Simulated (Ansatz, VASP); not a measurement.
## Ru in VASP and in Ansatz

```
CELL_PARAMETERS angstrom
2.70580 0.00000 0.00000
-1.35290 2.34329 0.00000
0.00000 0.00000 4.28190
ATOMIC_POSITIONS crystal
Ru 0.66667 0.33333 0.75000
Ru 0.33333 0.66667 0.25000
```

Alike in both runs: task single point; functional HSE06; k mesh 6 × 6 × 3; occupations fermi-dirac, width 0.05 eV; no spin polarisation.

|  | VASP | Ansatz |
| --- | --- | --- |
| version | VASP 6.6.1 | Ansatz 0.2.0 |
| potentials or method | VASP PAW PBE potentials, release 64 (Ru_pv) | Ansatz PAW |
| plane-wave cutoff (eV) | 520 | 420 |
| valence electrons in the cell | 28 | 32 |

|  | VASP | Ansatz | Ansatz less VASP |
| --- | --- | --- | --- |
| gap on the k mesh at the Fermi level (eV) | none | none | - |
| pressure (GPa) | -8.3 | -8.9 | -0.60 |
| traceless stress, the component that is largest in VASP (GPa) | -4.92 | -4.99 | -0.074 |

A gap of «none» marks a metal or a gap that the smearing closes. VASP's potentials hold 28 valence electrons a cell and Ansatz's 32, so a difference there can come from the potentials and not from the codes.

The k mesh is coarse, so the values compare programs but aren't converged.
